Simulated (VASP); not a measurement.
# CdTe (Cmcm) in VASP: further runs, part 2 of 3

VASP 6.6.1. Earlier steps stand in the parts before.

## (3) Electric field gradients, PBE (volume scaled by 0.98)

Contents of INCAR:

```
SYSTEM = CdTe
ALGO = Normal
EDIFF = 1E-8
ENCUT = 520
GGA = PE
ISIF = 2
ISMEAR = -1
LASPH = .TRUE.
LCHARG = .FALSE.
LEFG = .TRUE.
LREAL = .FALSE.
LWAVE = .FALSE.
NBANDS = 26
NELM = 100
PREC = Accurate
SIGMA = 0.05
```

Contents of KPOINTS:

```
k-points
0
G
  9 9 6
  0 0 0
```

Contents of POSCAR:

```
CdTe
1.0
    3.0447179573     -3.0738391863      0.0000000000
    3.0447179573      3.0738391863      0.0000000000
    0.0000000000      0.0000000000      6.0497739093
Cd Te
2 2
Direct
    0.2770300000      0.7229700000      0.7500000000
    0.7229700000      0.2770300000      0.2500000000
    0.7661370000      0.2338630000      0.7500000000
    0.2338630000      0.7661370000      0.2500000000
```

Potentials or basis: VASP PAW PBE potentials, release 64 (Cd, Te).

Run with:

```
cat potpaw_PBE.64/Cd/POTCAR potpaw_PBE.64/Te/POTCAR > POTCAR
mpirun -np 1 vasp_std > vasp.out
```

OUTCAR:

```text
SYSTEM = CdTe
   EDIFF = 1E-8
   ENCUT = 520
   GGA = PE
   ISIF = 2
   ISMEAR = -1
   LASPH = .TRUE.
   LREAL = .FALSE.
   NELM = 100
   PREC = Accurate

 ion  position               nearest neighbor table
   1  0.277  0.723  0.750-   3 3.01   4 3.04   4 3.04   3 3.05   3 3.05   3 3.14
   2  0.723  0.277  0.250-   4 3.01   3 3.04   3 3.04   4 3.05   4 3.05   4 3.14
   3  0.766  0.234  0.750-   1 3.01   2 3.04   2 3.04   1 3.05   1 3.05   1 3.14
   4  0.234  0.766  0.250-   2 3.01   1 3.04   1 3.04   2 3.05   2 3.05   2 3.14

  LATTYP: Found a base centered orthorhombic cell.
 ALAT       =     6.0894359146
 B/A-ratio  =     1.0095645079
 C/A-ratio  =     0.9934867522

  Lattice vectors:

 A1 = (   3.0447179573,  -3.0738391863,   0.0000000000)
 A2 = (   3.0447179573,   3.0738391863,   0.0000000000)
 A3 = (   0.0000000000,   0.0000000000,   6.0497739093)

Analysis of symmetry for initial positions (statically):
=====================================================================
 Subroutine PRICEL returns:
 Original cell was already a primitive cell.
[... 901 lines left out ...]
      3.04472      1.37075      4.53733         0.000000      0.053337      0.000000
      3.04472     -1.37075      1.51244         0.000000     -0.053337     -0.000000
      3.04472     -1.63612      4.53733         0.000000      0.009881      0.000000
      3.04472      1.63612      1.51244         0.000000     -0.009881      0.000000
 -----------------------------------------------------------------------------------
    total drift:                                0.000000      0.000000      0.000000

  FREE ENERGIE OF THE ION-ELECTRON SYSTEM (eV)
  ---------------------------------------------------
  free  energy   TOTEN  =        -8.8901882351 eV

  energy  without entropy=       -8.8731129743  energy(sigma->0) =       -8.88165060

 Electric field gradients (V/A^2)
---------------------------------------------------------------------
 ion       V_xx      V_yy      V_zz      V_xy      V_xz      V_yz
---------------------------------------------------------------------
   1      -0.442     5.282    -4.840    -0.000    -0.000    -0.000
   2      -0.442     5.282    -4.840     0.000    -0.000     0.000
   3       7.241    -8.486     1.245     0.000    -0.000     0.000
   4       7.241    -8.486     1.245    -0.000     0.000     0.000
---------------------------------------------------------------------

 Electric field gradients after diagonalization (V/A^2)
 (convention: |V_zz| > |V_xx| > |V_yy|)
----------------------------------------------------------------------
 ion       V_xx      V_yy      V_zz     asymmetry (V_yy - V_xx)/ V_zz
----------------------------------------------------------------------
   1      -4.840    -0.442     5.282       0.833
   2      -4.840    -0.442     5.282       0.833
   3       7.241     1.245    -8.486       0.707
   4       7.241     1.245    -8.486       0.707
----------------------------------------------------------------------

           NMR quadrupolar parameters

 Cq : quadrupolar parameter    Cq=e*Q*V_zz/h
 eta: asymmetry parameters     (V_yy - V_xx)/ V_zz
 Q  : nuclear electric quadrupole moment in mb (millibarn)
----------------------------------------------------------------------
 ion       Cq(MHz)       eta       Q (mb)
----------------------------------------------------------------------
   1       0.013       0.833       1.000
   2       0.013       0.833       1.000
   3      -0.021       0.707       1.000
   4      -0.021       0.707       1.000
----------------------------------------------------------------------
```

OSZICAR:

```text
N       E                     dE             d eps       ncg     rms          rms(c)
DAV:   1     0.225253409809E+03    0.22525E+03   -0.16572E+04  5200   0.124E+03
DAV:   2     0.109303053442E+01   -0.22416E+03   -0.21700E+03  5680   0.298E+02
DAV:   3    -0.928913106825E+01   -0.10382E+02   -0.10267E+02  6244   0.648E+01
[... 12 lines left out ...]
DAV:  16    -0.889018816673E+01    0.11287E-06   -0.13763E-08  4362   0.922E-04    0.177E-03
DAV:  17    -0.889018818689E+01   -0.20154E-07   -0.26032E-09  2816   0.346E-04    0.119E-03
DAV:  18    -0.889018821177E+01   -0.24880E-07   -0.98396E-10  2736   0.190E-04    0.669E-04
DAV:  19    -0.889018822577E+01   -0.14004E-07   -0.40201E-10  2726   0.125E-04    0.301E-04
DAV:  20    -0.889018823514E+01   -0.93632E-08   -0.24775E-10  2700   0.927E-05
   1 F= -.88901882E+01 E0= -.88816506E+01  d E =-.170753E-01
```

Run time: 3 min. Hardware: 1 thread of Intel Xeon 6975P-C (Granite Rapids), shared host; peak memory 0.39 GiB.

Results:

```yaml
Free_energy: -8.8902 eV
Pressure: 0.9 GPa
Largest_force: 0.053 eV/Å
Band_gap_on_the_k_mesh: zero (band 18 reaches 4.06 eV, above the bottom of band 19 at 2.87 eV)
```

Forces on the atoms (eV/Å):
```
Cd   0.000  0.053  0.000
Cd   0.000 -0.053  0.000
Te   0.000  0.010  0.000
Te   0.000 -0.010  0.000
```

Levels at points of the mesh, in eV from the Fermi level:
```
           k point  band 14  band 15  band 16  band 17  band 18  band 19  band 20  band 21  band 22  band 23
(0.00, 0.00, 0.00)    -2.09    -2.05    -1.28    -0.46    -0.42    -0.35     0.38     4.25     6.95     7.09
(0.00, 0.00, 0.50)    -2.86    -1.33    -1.33    -1.28    -1.28     1.66     1.66     5.07     5.07     5.72
```

Electric field gradients, principal values (V/Å²):
```
atom   least  middle  greatest (by size)
1 Cd  -0.442  -4.840               5.282
2 Cd  -0.442  -4.840               5.282
3 Te   1.245   7.241              -8.486
4 Te   1.245   7.241              -8.486
```

Caveat: without QUAD_EFG the Cq values of the log hold for a quadrupole moment of 1 mb, not for the nuclei; spin-orbit coupling is left out, which moves the levels of the heavy elements.

## (4) Electric field gradients, PBE (volume scaled by 1.01)

INCAR, as its differences from that of step 3:

```diff
@@ -13,3 +13,3 @@
 NBANDS = 26
-NELM = 100
+NELM = 60
 PREC = Accurate
```

KPOINTS is that of step 3.

Contents of POSCAR:

```
CdTe
1.0
    3.0754747658     -3.1048901686      0.0000000000
    3.0754747658      3.1048901686      0.0000000000
    0.0000000000      0.0000000000      6.1108868729
Cd Te
2 2
Direct
    0.2770300000      0.7229700000      0.7500000000
    0.7229700000      0.2770300000      0.2500000000
    0.7661370000      0.2338630000      0.7500000000
    0.2338630000      0.7661370000      0.2500000000
```

Potentials or basis: VASP PAW PBE potentials, release 64 (Cd, Te).

Run with:

```
cat potpaw_PBE.64/Cd/POTCAR potpaw_PBE.64/Te/POTCAR > POTCAR
mpirun -np 1 vasp_std > vasp.out
```

OUTCAR:

```text
SYSTEM = CdTe
   EDIFF = 1E-8
   ENCUT = 520
   GGA = PE
   ISIF = 2
   ISMEAR = -1
   LASPH = .TRUE.
   LREAL = .FALSE.
   NELM = 60
   PREC = Accurate

 ion  position               nearest neighbor table
   1  0.277  0.723  0.750-   3 3.04   4 3.07   4 3.07   3 3.08   3 3.08   3 3.17
   2  0.723  0.277  0.250-   4 3.04   3 3.07   3 3.07   4 3.08   4 3.08   4 3.17
   3  0.766  0.234  0.750-   1 3.04   2 3.07   2 3.07   1 3.08   1 3.08   1 3.17
   4  0.234  0.766  0.250-   2 3.04   1 3.07   1 3.07   2 3.08   2 3.08   2 3.17

  LATTYP: Found a base centered orthorhombic cell.
 ALAT       =     6.1509495316
 B/A-ratio  =     1.0095645079
 C/A-ratio  =     0.9934867522

  Lattice vectors:

 A1 = (   3.0754747658,  -3.1048901686,   0.0000000000)
 A2 = (   3.0754747658,   3.1048901686,   0.0000000000)
 A3 = (   0.0000000000,   0.0000000000,   6.1108868729)

Analysis of symmetry for initial positions (statically):
=====================================================================
 Subroutine PRICEL returns:
 Original cell was already a primitive cell.
[... 902 lines left out ...]
      3.07547      1.38459      4.58317         0.000000      0.036967      0.000000
      3.07547     -1.38459      1.52772         0.000000     -0.036967     -0.000000
      3.07547     -1.65265      4.58317         0.000000      0.040209     -0.000000
      3.07547      1.65265      1.52772         0.000000     -0.040209     -0.000000
 -----------------------------------------------------------------------------------
    total drift:                                0.000000     -0.000000      0.000000

  FREE ENERGIE OF THE ION-ELECTRON SYSTEM (eV)
  ---------------------------------------------------
  free  energy   TOTEN  =        -8.8930924352 eV

  energy  without entropy=       -8.8755158164  energy(sigma->0) =       -8.88430413

 Electric field gradients (V/A^2)
---------------------------------------------------------------------
 ion       V_xx      V_yy      V_zz      V_xy      V_xz      V_yz
---------------------------------------------------------------------
   1      -0.453     5.034    -4.581    -0.000     0.000     0.000
   2      -0.453     5.034    -4.581     0.000    -0.000     0.000
   3       6.754    -8.949     2.195    -0.000    -0.000     0.000
   4       6.754    -8.949     2.195     0.000    -0.000    -0.000
---------------------------------------------------------------------

 Electric field gradients after diagonalization (V/A^2)
 (convention: |V_zz| > |V_xx| > |V_yy|)
----------------------------------------------------------------------
 ion       V_xx      V_yy      V_zz     asymmetry (V_yy - V_xx)/ V_zz
----------------------------------------------------------------------
   1      -4.581    -0.453     5.034       0.820
   2      -4.581    -0.453     5.034       0.820
   3       6.754     2.195    -8.949       0.509
   4       6.754     2.195    -8.949       0.509
----------------------------------------------------------------------

           NMR quadrupolar parameters

 Cq : quadrupolar parameter    Cq=e*Q*V_zz/h
 eta: asymmetry parameters     (V_yy - V_xx)/ V_zz
 Q  : nuclear electric quadrupole moment in mb (millibarn)
----------------------------------------------------------------------
 ion       Cq(MHz)       eta       Q (mb)
----------------------------------------------------------------------
   1       0.012       0.820       1.000
   2       0.012       0.820       1.000
   3      -0.022       0.509       1.000
   4      -0.022       0.509       1.000
----------------------------------------------------------------------
```

OSZICAR:

```text
N       E                     dE             d eps       ncg     rms          rms(c)
DAV:   1     0.224709290036E+03    0.22471E+03   -0.16551E+04  5200   0.123E+03
DAV:   2     0.122441130047E+01   -0.22348E+03   -0.21608E+03  5596   0.296E+02
DAV:   3    -0.930453816867E+01   -0.10529E+02   -0.10435E+02  6272   0.651E+01
DAV:   4    -0.942055619514E+01   -0.11602E+00   -0.11593E+00  6368   0.581E+00
[... 11 lines left out ...]
DAV:  16    -0.889309236425E+01   -0.87432E-07   -0.59220E-09  3212   0.345E-04    0.276E-03
DAV:  17    -0.889309249505E+01   -0.13079E-06   -0.43733E-08  4572   0.126E-03    0.121E-03
DAV:  18    -0.889309248400E+01    0.11047E-07   -0.45013E-09  2734   0.442E-04    0.111E-03
DAV:  19    -0.889309244099E+01    0.43011E-07   -0.16534E-09  2722   0.170E-04    0.372E-05
DAV:  20    -0.889309243518E+01    0.58089E-08   -0.26802E-10  2712   0.807E-05
   1 F= -.88930924E+01 E0= -.88843041E+01  d E =-.175766E-01
```

Wall time 4.9 min (1 thread of Intel Xeon Platinum 8259CL at 2.50GHz (Skylake/Cascade Lake), shared host); peak memory 0.43 GiB.

Results:

- Free energy: -8.8931 eV
- Pressure: -0.6 GPa
- Largest force: 0.040 eV/Å
- Band gap on the k mesh: zero (band 18 reaches 3.75 eV, above the bottom of band 19 at 2.60 eV)

Forces on the atoms (eV/Å):
```
Cd   0.000  0.037  0.000
Cd   0.000 -0.037  0.000
Te   0.000  0.040  0.000
Te   0.000 -0.040  0.000
```

Stress tensor (GPa, compression positive):
```
-0.66  0.00  0.00
 0.00 -0.70  0.00
 0.00  0.00 -0.32
```

Levels at points of the mesh, in eV from the Fermi level:
```tsv
k point	band 15	band 16	band 17	band 18	band 19	band 20	band 21	band 22
(0.00, 0.00, 0.00)	-1.95	-1.25	-0.43	-0.39	-0.33	0.25	4.31	6.94
(0.00, 0.00, 0.50)	-1.26	-1.26	-1.21	-1.21	1.63	1.63	5.11	5.11
```

Electric field gradients, principal values (V/Å²):
```csv
atom,least,middle,greatest (by size)
1 Cd,-0.453,-4.581,5.034
2 Cd,-0.453,-4.581,5.034
3 Te,2.195,6.754,-8.949
4 Te,2.195,6.754,-8.949
```

Caveat: without QUAD_EFG the Cq values of the log hold for a quadrupole moment of 1 mb, not for the nuclei; spin-orbit coupling is left out, which moves the levels of the heavy elements.

(Continued in part 3 of 3.)
